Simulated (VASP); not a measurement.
Set up this calculation in VASP 6.6.1, as the native input.

- Task: relaxation of cell and atoms
- Functional: PBE
- Potentials or basis: VASP PAW PBE potentials, release 64 (Si, C)
- Cutoff: 600 eV
- k mesh: 12 × 12 × 2
- Occupations: gaussian, width 0.01 eV
- Spin: no spin polarisation
- Dipole correction: no
- Further INCAR settings: ALGO = Normal; EDIFF = 1e-07; IBRION = 2; EDIFFG = -0.001; NSW = 80; ISIF = 3

The structure of SiC lies in POSCAR:

```
SiC
1.0
    3.0949980732      0.0000000000      0.0000000000
   -1.5474990366      2.6803469561      0.0000000000
    0.0000000000      0.0000000000     15.1864399695
Si C
6 6
Direct
    0.0000000000      0.0000000000      0.1250399221
    0.0000000000      0.0000000000      0.6250399221
    0.3333333333      0.6666666667      0.2918177992
    0.6666666667      0.3333333333      0.7918177992
    0.3333333333      0.6666666667      0.9583095063
    0.6666666667      0.3333333333      0.4583095063
    0.0000000000      0.0000000000     -0.0003123163
    0.0000000000      0.0000000000      0.4996876837
    0.3333333333      0.6666666667      0.1668296831
    0.6666666667      0.3333333333      0.6668296831
    0.3333333333      0.6666666667      0.8333154056
    0.6666666667      0.3333333333      0.3333154056
```

The input as run:

INCAR

```
  ALGO = Normal
  EDIFF = 1E-7
  EDIFFG = -0.001
  ENCUT = 600
  GGA = PE
  IBRION = 2
  ISIF = 3
  ISMEAR = 0
  LASPH = True
  LCHARG = False
  LREAL = False
  LWAVE = False
  NELM = 80
  NSW = 80
  PREC = Accurate
  SIGMA = 0.01
```

KPOINTS

```
k-points
0
Gamma
  12 12 2
```

Potentials or basis: VASP PAW PBE potentials, release 64 (Si, C).

The run is started by

```sh
$ cat potpaw_PBE.64/Si/POTCAR potpaw_PBE.64/C/POTCAR > POTCAR
$ mpirun -np 1 vasp_std > vasp.out
```

Results of the run:

```yaml
Relaxed_volume: 10.49 Å³/atom
Relaxed_cell: a = 3.094 Å, b = 3.094 Å, c = 15.182 Å, α = 90.00°, β = 90.00°, γ = 120.00°
Space_group_after_relaxing_to_0.1_Å: P6_3mc (No. 186)
Energy_gained_by_relaxing: 0.0 meV/atom
Ionic_steps: 3
Pressure_after_relaxing: 0.0 GPa
Band_gap_on_the_k_mesh: 2.03 eV (least direct gap 3.13 eV)
```

Wall time 4 min on 1 thread of Intel(R) Xeon(R) 6975P-C (Granite Rapids), with other jobs on the host, peak memory 0.37 GiB.
